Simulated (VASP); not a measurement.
# CdS (F-43m) in VASP: notebook, part 2 of 2

VASP 6.6.1.

## Step 3: Single point, PBE

Contents of INCAR:

```
PREC = Accurate
ENCUT = 520
EDIFF = 1E-6
ISMEAR = 0
SIGMA = 0.01
LREAL = False
LASPH = True
NELM = 80
ALGO = Normal
ISIF = 2
LWAVE = False
LCHARG = False
GGA = PE
NBANDS = 16
```

Contents of KPOINTS:

```
regular mesh
0
Gamma
  6 6 6
```

Contents of POSCAR:

```
CdS
1.0
    0.0000000000      2.9392148420      2.9392148420
    2.9392148420      0.0000000000      2.9392148420
    2.9392148420      2.9392148420      0.0000000000
Cd S
1 1
Direct
    0.0000000000      0.0000000000      0.0000000000
    0.2500000000      0.2500000000      0.2500000000
```

Potentials or basis: VASP PAW PBE potentials, release 64 (Cd, S).

The run is started by

```bash
$ cat potpaw_PBE.64/Cd/POTCAR potpaw_PBE.64/S/POTCAR > POTCAR
$ mpirun -np 1 vasp_std > vasp.out
```

OUTCAR:

```text
PREC = Accurate
   ENCUT = 520
   EDIFF = 1E-6
   ISMEAR = 0
   LREAL = False
   LASPH = True
   NELM = 80
   ISIF = 2
   GGA = PE

 ion  position               nearest neighbor table
   1  0.000  0.000  0.000-   2 2.55   2 2.55   2 2.55   2 2.55
   2  0.250  0.250  0.250-   1 2.55   1 2.55   1 2.55   1 2.55

  LATTYP: Found a face centered cubic cell.
 ALAT       =     5.8784296840

  Lattice vectors:

 A1 = (   0.0000000000,   2.9392148420,   2.9392148420)
 A2 = (   2.9392148420,   0.0000000000,   2.9392148420)
 A3 = (   2.9392148420,   2.9392148420,   0.0000000000)

Analysis of symmetry for initial positions (statically):
=====================================================================
 Subroutine PRICEL returns:
 Original cell was already a primitive cell.

 Routine SETGRP: Setting up the symmetry group for a
 face centered cubic supercell.

 Subroutine GETGRP returns: Found 24 space group operations
 (whereof 24 operations were pure point group operations)
 out of a pool of 48 trial point group operations.

The static configuration has the point symmetry T_d .

Analysis of symmetry for dynamics (positions and initial velocities):
=====================================================================
 Subroutine PRICEL returns:
 Original cell was already a primitive cell.

 Routine SETGRP: Setting up the symmetry group for a
 face centered cubic supercell.

 Subroutine GETGRP returns: Found 24 space group operations
 (whereof 24 operations were pure point group operations)
 out of a pool of 48 trial point group operations.

The dynamic configuration has the point symmetry T_d .

 Subroutine INISYM returns: Found 24 space group operations
 (whereof 24 operations are pure point group operations),
 and found     1 'primitive' translations

----------------------------------------------------------------------------------------

                                     Primitive cell

  volume of cell :      50.7837

  direct lattice vectors                    reciprocal lattice vectors
     0.000000000  2.939214842  2.939214842    -0.170113458  0.170113458  0.170113458
     2.939214842  0.000000000  2.939214842     0.170113458 -0.170113458  0.170113458
     2.939214842  2.939214842  0.000000000     0.170113458  0.170113458 -0.170113458

  length of vectors
     4.156677492  4.156677492  4.156677492     0.294645152  0.294645152  0.294645152

  position of ions in fractional coordinates (direct lattice)
     0.000000000  0.000000000  0.000000000
     0.250000000  0.250000000  0.250000000

  ion indices of the primitive-cell ions
   primitive index   ion index
                 1           1
                 2           2

----------------------------------------------------------------------------------------

 KPOINTS: regular mesh

Automatic generation of k-mesh.
 Grid dimensions read from file:
 generate k-points for:    6    6    6

 Generating k-lattice:

  Cartesian coordinates                     Fractional coordinates (reciprocal lattice)
    -0.028352243  0.028352243  0.028352243     0.166666667  0.000000000  0.000000000
     0.028352243 -0.028352243  0.028352243     0.000000000  0.166666667  0.000000000
     0.028352243  0.028352243 -0.028352243     0.000000000  0.000000000  0.166666667

  Length of vectors
     0.049107525  0.049107525  0.049107525

  Shift w.r.t. Gamma in fractional coordinates (k-lattice)
     0.000000000  0.000000000  0.000000000

 Subroutine IBZKPT returns following result:
 ===========================================

 Found     16 irreducible k-points:

 Following reciprocal coordinates:
            Coordinates               Weight
  0.000000  0.000000  0.000000      1.000000
  0.166667  0.000000  0.000000      8.000000
  0.333333  0.000000  0.000000      8.000000
  0.500000  0.000000  0.000000      4.000000
  0.166667  0.166667  0.000000      6.000000
  0.333333  0.166667  0.000000     24.000000
[... 8 lines left out ...]
 -0.333333  0.333333  0.166667     24.000000
 -0.333333  0.500000  0.166667     12.000000
   k-points           NKPTS =     16   k-points in BZ     NKDIM =     16   number of bands    NBANDS=     16
   number of dos      NEDOS =    301   number of ions     NIONS =      2
   total plane-waves  NPLWV =  32768
   dimension x,y,z NGX =    32 NGY =   32 NGZ =   32
   dimension x,y,z NGXF=    64 NGYF=   64 NGZF=   64
   ions per type =               1   1
   NGX,Y,Z   is equivalent  to a cutoff of  12.80, 12.80, 12.80 a.u.
   NGXF,Y,Z  is equivalent  to a cutoff of  25.60, 25.60, 25.60 a.u.
 SYSTEM =  unknown system
   PREC   = accura    normal or accurate (medium, high low for compatibility)
   ISTART =      0    job   : 0-new  1-cont  2-samecut
   ICHARG =      2    charge: 1-file 2-atom 10-const
   ISPIN  =      1    spin polarized calculation?
   LNONCOLLINEAR =      F non collinear calculations
   LSORBIT =      F    spin-orbit coupling
   LASPH  =      T    aspherical Exc in radial PAW
   ENCUT  =  520.0 eV  38.22 Ry    6.18 a.u.   7.73  7.73  7.73*2*pi/ulx,y,z
   NELM   =     80;   NELMIN=  2; NELMDL= -5     # of ELM steps
   EDIFF  = 0.1E-05   stopping-criterion for ELM
   LREAL  =      F    real-space projection
   EDIFFG = 0.1E-04   stopping-criterion for IOM
   NSW    =      0    number of steps for IOM
   IBRION =     -1    ionic relax: 0-MD 1-quasi-New 2-CG
   NFREE  =      0    steps in history (QN), initial steepest desc. (CG)
   ISIF   =      2    stress and relaxation
   ISYM   =      2    0-nonsym 1-usesym 2-fastsym
   POTIM  = 0.5000    time-step for ionic-motion
   TEBEG  =    0.0;   TEEND  =   0.0 temperature during run
   PSTRESS=    0.0 pullay stress
   NELECT =      18.0000    total number of electrons
   NUPDOWN=      -1.0000    fix difference up-down
   EMIN   =  10.00;   EMAX   =-10.00  energy-range for DOS
   EFERMI =   0.00;   METHOD = LEGACY
   ISMEAR =     0;   SIGMA  =   0.01  broadening in eV -4-tet -1-fermi 0-gaus
   EFERMI_NEDOS =   21; number of points for ismear=-14 and -15
   IALGO  =     38    algorithm
   IMIX   =      4    mixing-type and parameters
     AMIX     =   0.40;   BMIX     =  1.00
     AMIX_MAG =   1.60;   BMIX_MAG =  1.00
  volume/ion in A,a.u.               =      25.39       171.35
  Fermi-wavevector in a.u.,A,eV,Ry     =   1.158575  2.189390 18.263062  1.342297
  Thomas-Fermi vector in A             =   2.295176
   LORBIT       =      0    0 simple, 1 ext, 2 COOP (PROOUT), +10 PAW based schemes
   GGA     = PE    functional components
   LHFCALC =     F    Hartree Fock is set to
   AEXX    =    0.0000 exact exchange contribution
   IVDW    =     0    specifies the selected vdW correction
   LEPSILON=     F    determine dielectric tensor
   LRPA    =     F    only Hartree local field effects (RPA)
 non-spin polarized calculation
 Gauss-broadening in eV      SIGMA  =   0.01
  energy-cutoff  :      520.00
  volume of cell :       50.78
 maximum number of plane-waves:      1381
   NGX = 15   NGY = 15   NGZ = 15

 number of electron      18.0000005 magnetization

 Free energy of the ion-electron system (eV)
  ---------------------------------------------------
  ext. energy  EPLUGINS =         0.00000000
  ---------------------------------------------------
  free energy    TOTEN  =        -6.13712440 eV

  energy without entropy =       -6.13712440  energy(sigma->0) =       -6.13712440

 E-fermi :   1.1721     XC(G=0):  -9.0402

 val. band max:        1.1198029520   @ k =   0.0000   0.0000   0.0000
 cond. band min:       2.2169980204   @ k =   0.0000   0.0000   0.0000
 fundamental gap:      1.0971950684
 Fermi energy:         1.1721096846

 k-point     1 :       0.0000    0.0000    0.0000
  band No.  band energies     occupation
      1     -11.1095      2.00000
      2      -6.5289      2.00000
      3      -6.5289      2.00000
      4      -6.5289      2.00000
      5      -6.0805      2.00000
      6      -6.0805      2.00000
[... 8 lines left out ...]
     15      12.5635      0.00000
     16      12.5635      0.00000
[... 267 lines left out ...]
 k-point    16 :      -0.3333    0.5000    0.1667
  band No.  band energies     occupation
      1     -10.5820      2.00000
      2      -6.3110      2.00000
      3      -6.2740      2.00000
      4      -6.1524      2.00000
      5      -6.0407      2.00000
      6      -5.5267      2.00000
[... 8 lines left out ...]
     15      14.2499      0.00000
     16      14.3559      0.00000

------------------------ aborting loop because EDIFF is reached ----------------------------------------

  FORCE on cell =-STRESS in cart. coord.  units (eV):
  Direction    XX          YY          ZZ          XY          YZ          ZX
  --------------------------------------------------------------------------------------
  -------------------------------------------------------------------------------------
  Total        0.5437241      0.5437241      0.5437241      0.0000000      0.0000000      0.0000000
  in kB       17.1539897     17.1539897     17.1539897      0.0000000      0.0000000      0.0000000
  external PRESSURE =      17.1539897 kB  Pullay stress =       0.0000000 kB

 VOLUME and BASIS-vectors are now :
 -----------------------------------------------------------------------------
  energy-cutoff  :      520.00
  volume of cell :       50.78
      direct lattice vectors                 reciprocal lattice vectors
     0.000000000  2.939214842  2.939214842    -0.170113458  0.170113458  0.170113458
     2.939214842  0.000000000  2.939214842     0.170113458 -0.170113458  0.170113458
     2.939214842  2.939214842  0.000000000     0.170113458  0.170113458 -0.170113458

 POSITION                                       TOTAL-FORCE (eV/Angst)
 -----------------------------------------------------------------------------------
      0.00000      0.00000      0.00000         0.000000      0.000000      0.000000
      1.46961      1.46961      1.46961        -0.000000     -0.000000     -0.000000
 -----------------------------------------------------------------------------------
    total drift:                               -0.000000     -0.000000     -0.000000

  FREE ENERGIE OF THE ION-ELECTRON SYSTEM (eV)
  ---------------------------------------------------
  free  energy   TOTEN  =        -6.1371243965 eV

  energy  without entropy=       -6.1371243965  energy(sigma->0) =       -6.13712440
```

Run time: 6.5 s. Hardware: 1 thread of Intel Xeon 6975P-C (Granite Rapids), shared host; peak memory 0.18 GiB.

Results:

```yaml
Free_energy: -6.1371 eV
Pressure: 1.7 GPa
Band_gap_on_the_k_mesh: 1.10 eV, direct
```

Levels at points of the mesh, in eV from the valence-band top:
```tsv
k point	band 7	band 8	band 9	band 10	band 11	band 12
(0.00, 0.00, 0.00)	0.00	0.00	0.00	1.10	6.55	6.55
(0.50, 0.00, 0.00)	-4.26	-0.72	-0.72	2.98	7.01	7.01
(0.50, 0.50, 0.00)	-3.85	-1.80	-1.80	3.59	4.32	9.14
```

## Step 4: Single point, HSE06

POSCAR is that of step 3.

Contents of INCAR.step1:

```
ALGO = Normal ; EDIFF = 1E-5
ENCUT = 520 ; GGA = PE
ISIF = 2 ; ISMEAR = 0
LASPH = T ; LCHARG = F
LREAL = F ; LWAVE = T
NBANDS = 16 ; NELM = 60
PREC = Accurate ; SIGMA = 0.01
```

Contents of INCAR.step2:

```
ALGO = Normal ; EDIFF = 1E-6
ENCUT = 520 ; GGA = PE
HFSCREEN = 0.2079 ; ISIF = 2
ISMEAR = 0 ; ISTART = 1
LASPH = T ; LCHARG = F
LHFCALC = T ; LREAL = F
LWAVE = F ; NBANDS = 16
NELM = 60 ; PREC = Accurate
PRECFOCK = Normal ; SIGMA = 0.01
```

Contents of KPOINTS:

```
k-points
0
Gamma
  4 4 4
```

The run is started by

```bash
$ cat potpaw_PBE.64/Cd/POTCAR potpaw_PBE.64/S/POTCAR > POTCAR
$ cp INCAR.step1 INCAR
$ mpirun -np 1 vasp_std > vasp.out
$ cp INCAR.step2 INCAR
$ mpirun -np 1 vasp_std > vasp.out
```

It took 2.7 min on 1 thread of Intel Xeon 6975P-C (Granite Rapids), shared host; peak memory 0.27 GiB.

The run converged. Its results:

| Property | Result |
| --- | --- |
| Free energy | -7.5970 eV |
| Pressure | 0.6 GPa |
| Band gap on the k mesh | 2.12 eV, direct |

Levels at points of the mesh, in eV from the valence-band top:
| k point | band 6 | band 7 | band 8 | band 9 | band 10 | band 11 | band 12 | band 13 |
| --- | --- | --- | --- | --- | --- | --- | --- | --- |
| (0.00, 0.00, 0.00) | -8.34 | 0.00 | 0.00 | 0.00 | 2.12 | 7.70 | 7.70 | 7.70 |
| (0.50, 0.00, 0.00) | -7.94 | -4.54 | -0.77 | -0.77 | 4.07 | 8.14 | 8.14 | 8.61 |
| (0.50, 0.50, 0.00) | -7.86 | -4.11 | -1.93 | -1.93 | 4.48 | 5.44 | 10.44 | 12.13 |

Caveat: the k points lie up to 0.46 Å⁻¹ apart; the PAW data sets were made with another functional, which shifts forces and pressure a little.

## Step 5: Summary

| level | k mesh | grid for exact exchange (PRECFOCK) | screening parameter | gap on the mesh (eV) | pressure (GPa) |
| --- | --- | --- | --- | --- | --- |
| r2SCAN | 4 × 4 × 4 | - | - | 1.53 | 0.4 |
| PBE | 6 × 6 × 6 | - | - | 1.10 | 1.7 |
| HSE06 | 4 × 4 × 4 | Normal | 0.2079 1/Å | 2.12 | 0.6 |

Alike in all rows: task single point; potentials or basis VASP PAW PBE potentials, release 64 (Cd, S); no spin polarisation; cell as given; cutoff (eV) 520; smearing gaussian 0.01 eV.

Caveats: some runs use coarse meshes; the PAW data sets were made with another functional, which shifts forces and pressure a little (some runs).

Absolute energies hang on the potentials; compare differences alone.
